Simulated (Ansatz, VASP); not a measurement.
**One calculation of Zn4Se3S, two programs**

```
Zn S Se
1.0
    -2.80610    2.80610    0.00000
    -2.80687   -5.61297    2.78103
     2.80719    2.80719    5.56377
Zn S Se
4 1 3
Direct
  0.00750 0.01500 0.00191
  0.74615 0.49230 0.23866
  0.49817 0.99635 0.49981
  0.24825 0.49651 0.75988
  0.18831 0.37661 0.06347
  0.93581 0.87163 0.30801
  0.68738 0.37477 0.56189
  0.43842 0.87683 0.81638
```

Change from the starting cell: strained cell.

Alike in both runs: functional PBEsol; k mesh 8 × 8 × 4; occupations gaussian, width 0.02 eV; no spin polarisation.

Ansatz relaxed the structure, and its values are those at the end. VASP's run is a single point on that final structure, the one shown.

|  | VASP | Ansatz |
| --- | --- | --- |
| version | VASP 6.6.1 | Ansatz 0.2.0 |
| potentials or method | VASP PAW PBE potentials, release 64 (Zn, S, Se), cutoff 500 eV | scalar-relativistic, plane waves, PAW |
| valence electrons in the cell | 72 | 102 |

|  | VASP | Ansatz | Ansatz less VASP |
| --- | --- | --- | --- |
| gap on the k mesh at the Fermi level (eV) | 1.30 | 1.29 | -0.006 |
| least direct gap on the mesh (eV) | 1.30 | 1.29 | -0.006 |
| pressure (GPa) | -0.9 | -1.2 | -0.22 |

VASP's potentials were made for PBE, not for PBEsol, and Ansatz warns of the same on its side. VASP's potentials hold 72 valence electrons a cell and Ansatz's 102, so a difference there can come from the potentials and not from the codes. Ansatz's warnings: stress scf threshold loose.
